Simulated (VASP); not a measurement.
# Rb (Im-3m) in VASP: a series of runs

The runs below take Rb through single point, with PBE.

Everything below comes from runs of VASP 6.6.1. Logs are shortened: lines on timing, memory, paths and dates and some standing lists are left out, and cuts for length are marked.

## 1. The cell of the first run

Symmetry: Im-3m, No. 229, cubic system. The conventional cell has a = 5.433 Å, b = 5.433 Å, c = 5.433 Å, α = 90.00°, β = 90.00°, γ = 90.00°.

## 2. Single point, PBE (80.21 Å³/atom)

Contents of INCAR:

```
  PREC = Accurate
  ENCUT = 520
  EDIFF = 1E-6
  ISMEAR = 0
  SIGMA = 0.1
  LREAL = F
  LASPH = T
  NELM = 80
  ALGO = Normal
  ISIF = 2
  LWAVE = F
  LCHARG = T
  GGA = PE
  LELF = T
  LVHAR = T
  NBANDS = 10
```

Contents of KPOINTS:

```
Automatic mesh
0
Gamma
  10 10 10
```

Contents of POSCAR:

```
Rb
1.0
   -2.7167457610      2.7167457610      2.7167457610
    2.7167457610     -2.7167457610      2.7167457610
    2.7167457610      2.7167457610     -2.7167457610
Rb
1
Direct
    0.0000000000      0.0000000000      0.0000000000
```

Potentials or basis: VASP PAW PBE potentials, release 64 (Rb_sv).

Command:

```
$ cat potpaw_PBE.64/Rb_sv/POTCAR > POTCAR
$ mpirun -np 1 vasp_std > vasp.out
```

OUTCAR:

```text
PREC = Accurate
   ENCUT = 520
   EDIFF = 1E-6
   ISMEAR = 0
   LREAL = F
   LASPH = T
   NELM = 80
   ISIF = 2
   GGA = PE

 ion  position               nearest neighbor table
   1  0.000  0.000  0.000-

  LATTYP: Found a body centered cubic cell.
 ALAT       =     5.4334915220

  Lattice vectors:

 A1 = (  -2.7167457610,   2.7167457610,   2.7167457610)
 A2 = (   2.7167457610,  -2.7167457610,   2.7167457610)
 A3 = (   2.7167457610,   2.7167457610,  -2.7167457610)

Analysis of symmetry for initial positions (statically):
=====================================================================
 Subroutine PRICEL returns:
 Original cell was already a primitive cell.

 Routine SETGRP: Setting up the symmetry group for a
 body centered cubic supercell.

 Subroutine GETGRP returns: Found 48 space group operations
 (whereof 48 operations were pure point group operations)
 out of a pool of 48 trial point group operations.

The static configuration has the point symmetry O_h .

Analysis of symmetry for dynamics (positions and initial velocities):
=====================================================================
 Subroutine PRICEL returns:
 Original cell was already a primitive cell.

 Routine SETGRP: Setting up the symmetry group for a
 body centered cubic supercell.

 Subroutine GETGRP returns: Found 48 space group operations
 (whereof 48 operations were pure point group operations)
 out of a pool of 48 trial point group operations.

The dynamic configuration has the point symmetry O_h .

 Subroutine INISYM returns: Found 48 space group operations
 (whereof 48 operations are pure point group operations),
 and found     1 'primitive' translations

----------------------------------------------------------------------------------------

                                     Primitive cell

  volume of cell :      80.2060

  direct lattice vectors                    reciprocal lattice vectors
    -2.716745761  2.716745761  2.716745761     0.000000000  0.184043721  0.184043721
     2.716745761 -2.716745761  2.716745761     0.184043721  0.000000000  0.184043721
     2.716745761  2.716745761 -2.716745761     0.184043721  0.184043721  0.000000000

  length of vectors
     4.705541689  4.705541689  4.705541689     0.260277127  0.260277127  0.260277127

  position of ions in fractional coordinates (direct lattice)
     0.000000000  0.000000000  0.000000000

  ion indices of the primitive-cell ions
[... 78 lines left out ...]
   IBRION =     -1    ionic relax: 0-MD 1-quasi-New 2-CG
   NFREE  =      0    steps in history (QN), initial steepest desc. (CG)
   ISIF   =      2    stress and relaxation
   ISYM   =      2    0-nonsym 1-usesym 2-fastsym
   POTIM  = 0.5000    time-step for ionic-motion
   TEBEG  =    0.0;   TEEND  =   0.0 temperature during run
   PSTRESS=    0.0 pullay stress
   NELECT =       9.0000    total number of electrons
   NUPDOWN=      -1.0000    fix difference up-down
   EMIN   =  10.00;   EMAX   =-10.00  energy-range for DOS
   EFERMI =   0.00;   METHOD = LEGACY
   ISMEAR =     0;   SIGMA  =   0.10  broadening in eV -4-tet -1-fermi 0-gaus
   EFERMI_NEDOS =   21; number of points for ismear=-14 and -15
   IALGO  =     38    algorithm
   IMIX   =      4    mixing-type and parameters
     AMIX     =   0.40;   BMIX     =  1.00
     AMIX_MAG =   1.60;   BMIX_MAG =  1.00
  volume/ion in A,a.u.               =      80.21       541.26
  Fermi-wavevector in a.u.,A,eV,Ry     =   0.789623  1.492172  8.483302  0.623505
  Thomas-Fermi vector in A             =   1.894802
   LORBIT       =      0    0 simple, 1 ext, 2 COOP (PROOUT), +10 PAW based schemes
   GGA     = PE    functional components
   LHFCALC =     F    Hartree Fock is set to
   AEXX    =    0.0000 exact exchange contribution
   IVDW    =     0    specifies the selected vdW correction
   LEPSILON=     F    determine dielectric tensor
   LRPA    =     F    only Hartree local field effects (RPA)
 non-spin polarized calculation
 Gauss-broadening in eV      SIGMA  =   0.10
  energy-cutoff  :      520.00
  volume of cell :       80.21
 maximum number of plane-waves:      2214
   NGX = 17   NGY = 17   NGZ = 17

 number of electron       9.0000000 magnetization

 Free energy of the ion-electron system (eV)
  ---------------------------------------------------
  ext. energy  EPLUGINS =         0.00000000
  ---------------------------------------------------
  free energy    TOTEN  =        -0.92150081 eV

  energy without entropy =       -0.91513596  energy(sigma->0) =       -0.91831839

 E-fermi :   0.3236     XC(G=0):  -5.7803

 val. band max:        0.3224390760   @ k =  -0.3000   0.4000   0.2000
 cond. band min:       0.4069494549   @ k =  -0.4000   0.4000   0.2000
 fundamental gap:      0.0845103789
 Fermi energy:         0.3235805127

 k-point     1 :       0.0000    0.0000    0.0000
  band No.  band energies     occupation
      1     -28.5312      2.00000
      2     -12.5573      2.00000
      3     -12.5573      2.00000
      4     -12.5573      2.00000
      5      -1.8289      2.00000
      6       4.1078      0.00000
      7       4.1078      0.00000
      8       4.1078      0.00000
      9       5.1326      0.00000
     10       5.1326      0.00000
[... 287 lines left out ...]
 k-point    24 :      -0.3000    0.3000    0.1000
  band No.  band energies     occupation
      1     -28.5255      2.00000
      2     -12.6529      2.00000
      3     -12.5940      2.00000
      4     -12.5685      2.00000
      5      -0.6068      2.00000
      6       2.4801      0.00000
      7       3.2839      0.00000
      8       4.2358      0.00000
      9       5.1908      0.00000
     10       5.6304      0.00000

 [... further k-points ...]

------------------------ aborting loop because EDIFF is reached ----------------------------------------

  FORCE on cell =-STRESS in cart. coord.  units (eV):
  Direction    XX          YY          ZZ          XY          YZ          ZX
  --------------------------------------------------------------------------------------
  -------------------------------------------------------------------------------------
  Total        0.2298740      0.2298740      0.2298740      0.0000000      0.0000000      0.0000000
  in kB        4.5919102      4.5919102      4.5919102      0.0000000      0.0000000      0.0000000
  external PRESSURE =       4.5919102 kB  Pullay stress =       0.0000000 kB

 VOLUME and BASIS-vectors are now :
 -----------------------------------------------------------------------------
  energy-cutoff  :      520.00
  volume of cell :       80.21
      direct lattice vectors                 reciprocal lattice vectors
    -2.716745761  2.716745761  2.716745761     0.000000000  0.184043721  0.184043721
     2.716745761 -2.716745761  2.716745761     0.184043721  0.000000000  0.184043721
     2.716745761  2.716745761 -2.716745761     0.184043721  0.184043721  0.000000000

 POSITION                                       TOTAL-FORCE (eV/Angst)
 -----------------------------------------------------------------------------------
      0.00000      0.00000      0.00000         0.000000     -0.000000      0.000000
 -----------------------------------------------------------------------------------
    total drift:                               -0.000000      0.000000      0.000000

  FREE ENERGIE OF THE ION-ELECTRON SYSTEM (eV)
  ---------------------------------------------------
  free  energy   TOTEN  =        -0.9215008148 eV

  energy  without entropy=       -0.9151359644  energy(sigma->0) =       -0.91831839
```

OSZICAR:

```text
N       E                     dE             d eps       ncg     rms          rms(c)
DAV:   1     0.427007325340E+02    0.42701E+02   -0.33718E+03   940   0.666E+02
DAV:   2     0.177358353588E+01   -0.40927E+02   -0.40079E+02  1044   0.129E+02
DAV:   3    -0.824734989132E+00   -0.25983E+01   -0.25921E+01  1276   0.322E+01
DAV:   4    -0.918087548348E+00   -0.93353E-01   -0.93011E-01  1304   0.533E+00
DAV:   5    -0.920772808712E+00   -0.26853E-02   -0.26852E-02  1314   0.710E-01    0.147E+00
DAV:   6    -0.920742201655E+00    0.30607E-04   -0.23312E-03  1266   0.274E-01    0.898E-01
DAV:   7    -0.921397689759E+00   -0.65549E-03   -0.38158E-03  1164   0.349E-01    0.561E-02
DAV:   8    -0.921490567577E+00   -0.92878E-04   -0.15852E-04  1086   0.101E-01    0.167E-02
DAV:   9    -0.921501049843E+00   -0.10482E-04   -0.11485E-05  1274   0.250E-02    0.488E-03
DAV:  10    -0.921500814845E+00    0.23500E-06   -0.41031E-06  1110   0.115E-02
   1 F= -.92150081E+00 E0= -.91831839E+00  d E =-.636485E-02
```

stdout:

```text
POSCAR found type information on POSCAR Rb
 POSCAR found :  1 types and       1 ions
 scaLAPACK will be used
 LDA part: xc-table for (Slater+PW92), standard interpolation
 POSCAR, INCAR and KPOINTS ok, starting setup
 FFT: planning ... GRIDC
 FFT: planning ... GRID_SOFT
 FFT: planning ... GRID
 WAVECAR not read
 entering main loop
```

It took 13 s on 1 thread of Intel Xeon Platinum 8488C (Sapphire Rapids), shared host; peak memory 0.21 GiB.

What came out:

```
Free energy            : -0.9215 eV
Pressure               : 0.5 GPa
Band gap on the k mesh : zero (an odd number of electrons rules out a gap without spin polarisation)
```

## 3. Single point, PBE (82.94 Å³/atom)

This run uses another cell than the first one, of 82.94 Å³/atom.

Contents of INCAR:

```
SYSTEM = Rb
PREC = Accurate
ENCUT = 520
EDIFF = 1E-6
ISMEAR = 0
SIGMA = 0.1
LREAL = .False.
LASPH = .True.
NELM = 100
ALGO = Fast
ISIF = 2
LWAVE = .False.
LCHARG = .True.
GGA = PE
LELF = .True.
LVHAR = .True.
NBANDS = 10
```

Contents of KPOINTS:

```
regular mesh
0
Gamma
  10 10 10
  0 0 0
```

Contents of POSCAR:

```
Rb
1.0
   -2.7472735494      2.7472735494      2.7472735494
    2.7472735494     -2.7472735494      2.7472735494
    2.7472735494      2.7472735494     -2.7472735494
Rb
1
Direct
    0.0000000000      0.0000000000      0.0000000000
```

Potentials or basis: VASP PAW PBE potentials, release 64 (Rb_sv).

Command:

```
$ cat potpaw_PBE.64/Rb_sv/POTCAR > POTCAR
$ mpirun -np 1 vasp_std > vasp.out
```

Wall time 16 s (1 thread of Intel Xeon Platinum 8488C (Sapphire Rapids), shared host); peak memory 0.21 GiB.

The run converged. Its results:

| Quantity | Value |
| --- | --- |
| Free energy | -0.9281 eV |
| Pressure | 0.3 GPa |
| Band gap on the k mesh | zero (an odd number of electrons rules out a gap without spin polarisation) |

Levels at points of the mesh, in eV from the Fermi level:
```tsv
k point	band 1	band 2	band 3	band 4	band 5	band 6	band 7	band 8	band 9	band 10
(0.00, 0.00, 0.00)	-28.87	-12.90	-12.90	-12.90	-2.10	3.76	3.76	3.76	4.76	4.76
(0.50, 0.00, 0.00)	-28.86	-13.03	-12.94	-12.90	0.21	0.85	2.59	4.45	5.41	5.42
(0.50, 0.50, 0.50)	-28.85	-12.99	-12.99	-12.99	1.18	1.18	3.50	3.50	3.50	5.31
```

[end of part 1 of 2]

The gap in the log of VASP goes by the Fermi energy; the results here count the filled bands.